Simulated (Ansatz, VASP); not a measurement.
**F in VASP and in Ansatz**

```
F
1.0
     5.80381    0.00000    0.00000
    -2.90191    7.57358    0.00000
     0.00000    0.00000   23.95306
F
2
Cartesian
  -1.4432 10.6657 15.6694
  -1.4514 7.0635 15.2084
```

Alike in both runs: task single point; functional PBE; dispersion D3(BJ); k mesh 4 × 3 × 1; occupations gaussian, width 0.1 eV; no spin polarisation.

|  | VASP | Ansatz |
| --- | --- | --- |
| version | VASP 6.6.1 | Ansatz 0.2.0 |
| potentials or method | VASP PAW PBE potentials, release 64 (F), cutoff 520 eV | scalar-relativistic, plane waves, PAW |
| valence electrons in the cell | 14 | 14 |

|  | VASP | Ansatz | Ansatz less VASP |
| --- | --- | --- | --- |
| rms of the force components (eV/Å) | 0.046 | 0.046 | -0.0004 |

Atom by atom the forces differ by 0.000 eV/Å (rms over components).
